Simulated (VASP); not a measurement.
# W8C9 in VASP: notebook, part 2 of 2

VASP 6.6.1.

## (4) Single point, PBE

The input, INCAR:

```
PREC     = Accurate       # precision mode
ENCUT    = 520            # plane-wave cutoff, eV
EDIFF    = 1E-7           # SCF threshold, eV
ISMEAR   = -1             # smearing method
SIGMA    = 0.15           # smearing width, eV
LREAL    = Auto         
LASPH    = True           # aspherical terms in the spheres
NELM     = 80             # most SCF steps
ALGO     = Normal         # electronic algorithm
ISIF     = 2              # what is computed and relaxed
LWAVE    = False          # write WAVECAR
LCHARG   = False          # write CHGCAR
GGA      = PE             # functional
NBANDS   = 88             # bands
```

The input, KPOINTS:

```
Automatic mesh
0
Gamma
  3 3 1
```

The input, POSCAR:

```
W8C9
1.0
    5.7490600000      0.0000000000      0.0000000000
    0.0000000000      5.6331800000      0.0000000000
    0.0000000000      0.0000000000     15.1490270000
W C
8 9
Direct
    0.0000000000      0.0000000000      0.0660108402
    0.2378301844      0.0377584242      0.2280938571
    0.0000000000      0.5000017752      0.0660108402
    0.2679916369      0.5314937566      0.2246150858
    0.4999947818      0.0000000000      0.0660108402
    0.7265883466     -0.0013491491      0.2294932869
    0.4999947818      0.5000017752      0.0660108402
    0.7641771003      0.4882677280      0.2440882837
   -0.0143849603      0.2480836757      0.1736943237
    0.2458836749      0.2899605551      0.3242254437
    0.0062097108      0.7681096645      0.1780576403
    0.4350102452      0.9117585449      0.3510390469
    0.5131969400      0.2821674436      0.1765657953
    0.6725273349      0.2449060744      0.3223771401
    0.4875405719      0.7652160946      0.1665849562
    0.5922881306      0.7515470835      0.3237303624
    0.4528392468      0.1651465069      0.3526365093
```

Potentials or basis: VASP PAW PBE potentials, release 64 (W_sv, C).

Run with:

```sh
$ cat potpaw_PBE.64/W_sv/POTCAR potpaw_PBE.64/C/POTCAR > POTCAR
$ mpirun -np 1 vasp_std > vasp.out
```

OUTCAR:

```text
PREC = Accurate
   ENCUT = 520
   EDIFF = 1E-7
   ISMEAR = -1
   LREAL = Auto
   LASPH = True
   NELM = 80
   ISIF = 2
   GGA = PE

 ion  position               nearest neighbor table
   1  0.000  0.000  0.066-  11 2.14   9 2.15   3 2.82   3 2.82   2 2.82   5 2.87   5 2.87   6 2.93

   2  0.238  0.038  0.228-  10 2.04   9 2.05  11 2.16  13 2.24  12 2.29  15 2.30  17 2.37   4 2.79
                             1 2.82   6 2.82   4 2.86   5 2.89   6 2.95
   3  0.000  0.500  0.066-   9 2.16  11 2.27   1 2.82   1 2.82   4 2.86   7 2.87   7 2.87   8 3.02

   4  0.268  0.531  0.225-  15 2.02  10 2.04  13 2.12  11 2.13   9 2.40  16 2.70   7 2.75   2 2.79
                             2 2.86   3 2.86   8 2.88   8 2.92
   5  0.500  0.000  0.066-  15 2.02  13 2.31   6 2.80   7 2.82   7 2.82   1 2.87   1 2.87   2 2.89

   6  0.727  0.999  0.229-  14 2.00  15 2.13  16 2.14  13 2.17  11 2.21   9 2.22  12 2.54  17 2.61
                             8 2.78   5 2.80   2 2.82   8 2.89   1 2.93   2 2.95
   7  0.500  0.500  0.066-  13 2.08  15 2.14   4 2.75   5 2.82   5 2.82   3 2.87   3 2.87   8 3.10

   8  0.764  0.488  0.244-  14 1.89  13 2.12   9 2.14  16 2.15  11 2.33  15 2.52   6 2.78   4 2.88
[... 215 lines left out ...]
      1     -73.4422      2.00000
      2     -73.4179      2.00000
      3     -73.4009      2.00000
      4     -73.3846      2.00000
      5     -73.3563      2.00000
      6     -73.3527      2.00000
[... 434 lines left out ...]
     85       2.5503      0.00005
     86       2.5889      0.00004
 [bands above 86 left out]

------------------------ aborting loop because EDIFF is reached ----------------------------------------

  FORCE on cell =-STRESS in cart. coord.  units (eV):
  Direction    XX          YY          ZZ          XY          YZ          ZX
  --------------------------------------------------------------------------------------
  -------------------------------------------------------------------------------------
  Total       -4.7568565      7.9678129     10.8676913      0.2543593     -7.1342755     -0.1922927
  in kB      -15.5344335     26.0204318     35.4905448      0.8306596    -23.2983545     -0.6279690
  external PRESSURE =      15.3255144 kB  Pullay stress =       0.0000000 kB

 VOLUME and BASIS-vectors are now :
 -----------------------------------------------------------------------------
  energy-cutoff  :      520.00
  volume of cell :      490.61
      direct lattice vectors                 reciprocal lattice vectors
     5.749060000  0.000000000  0.000000000     0.173941479  0.000000000  0.000000000
     0.000000000  5.633180000  0.000000000     0.000000000  0.177519625  0.000000000
     0.000000000  0.000000000 15.149027000     0.000000000  0.000000000  0.066010840

 POSITION                                       TOTAL-FORCE (eV/Angst)
 -----------------------------------------------------------------------------------
      0.00000      0.00000      1.00000        -0.218919      0.286068      0.262536
      1.36730      0.21270      3.45540         0.758230     -1.964397      0.272324
      0.00000      2.81660      1.00000         0.075889      0.256751      0.966081
      1.54070      2.99400      3.40270        -1.909011     -0.418328      1.667953
      2.87450      0.00000      1.00000        -0.065719      1.065557     -0.959819
      4.17720      5.62558      3.47660         1.810595     -0.804526     -0.931236
[... 9 lines left out ...]
      3.40510      4.23360      4.90420         0.186608     -2.043466      0.722629
      2.60340      0.93030      5.34210        -1.030296      1.141300      0.770560
 -----------------------------------------------------------------------------------
    total drift:                               -0.007682      0.014332     -0.003157

  FREE ENERGIE OF THE ION-ELECTRON SYSTEM (eV)
  ---------------------------------------------------
  free  energy   TOTEN  =      -166.3680111053 eV

  energy  without entropy=     -165.6950125710  energy(sigma->0) =     -166.03151184
```

OSZICAR:

```text
N       E                     dE             d eps       ncg     rms          rms(c)
DAV:   1     0.171543504336E+04    0.17154E+04   -0.86503E+04  1048   0.158E+03
DAV:   2    -0.765962284309E+02   -0.17920E+04   -0.17543E+04  1016   0.472E+02
DAV:   3    -0.189707657153E+03   -0.11311E+03   -0.11030E+03  1112   0.115E+02
[... 23 lines left out ...]
DAV:  27    -0.166368009500E+03   -0.42589E-05   -0.45875E-07   760   0.144E-03    0.462E-04
DAV:  28    -0.166368010582E+03   -0.10822E-05   -0.12195E-07   632   0.704E-04    0.271E-04
DAV:  29    -0.166368010946E+03   -0.36397E-06   -0.62168E-08   648   0.573E-04    0.105E-04
DAV:  30    -0.166368011052E+03   -0.10577E-06   -0.16053E-08   568   0.354E-04    0.108E-04
DAV:  31    -0.166368011105E+03   -0.53398E-07   -0.96493E-09   568   0.230E-04
   1 F= -.16636801E+03 E0= -.16603151E+03  d E =-.672999E+00
```

Wall time 7.7 min (1 thread of Intel Xeon Platinum 8488C (Sapphire Rapids), shared host); peak memory 0.57 GiB.

Results:

- Free energy: -166.3680 eV
- Largest force: 3.872 eV/Å
- Band gap on the k mesh: zero (bands 74 and 75 overlap by 0.15 eV)

Forces on the atoms (eV/Å):
```
W   -0.219  0.286  0.263
W    0.758 -1.964  0.272
W    0.076  0.257  0.966
W   -1.909 -0.418  1.668
W   -0.066  1.066 -0.960
W    1.811 -0.805 -0.931
W    0.161  0.173 -0.803
W   -0.635  3.555 -1.396
C    0.638  0.987 -1.267
C    0.871  0.470  1.084
C   -0.576 -0.173 -0.575
C    0.292 -1.661 -1.159
C   -0.831 -1.233 -1.871
C   -0.241 -0.150  3.504
C    0.712  0.513 -0.289
C    0.187 -2.043  0.723
C   -1.030  1.141  0.771
```

Caveat: the k points lie up to 0.37 Å⁻¹ apart; the atoms stand as in a frame of molecular dynamics; there is no dipole correction, which matters where the two faces differ; spin-orbit coupling is left out, which moves the levels of the heavy elements.

## (5) The runs side by side

| cell | gap on the mesh (eV) | largest force (eV/Å) |
| --- | --- | --- |
| as given, atomic positions A | none | 4.65 |
| as given, atomic positions B | none | 5.97 |
| as given, atomic positions C | none | 3.87 |

Alike in all rows: task single point; level PBE; potentials or basis VASP PAW PBE potentials, release 64 (W_sv, C); no spin polarisation; k mesh 3 × 3 × 1; cutoff (eV) 520; smearing fermi-dirac 0.15 eV.

Caveats: all runs use coarse meshes; the atoms stand as in a frame of molecular dynamics; there is no dipole correction, which matters where the two faces differ; spin-orbit coupling is left out, which moves the levels of the heavy elements.

Absolute energies hang on the potentials; compare differences alone.
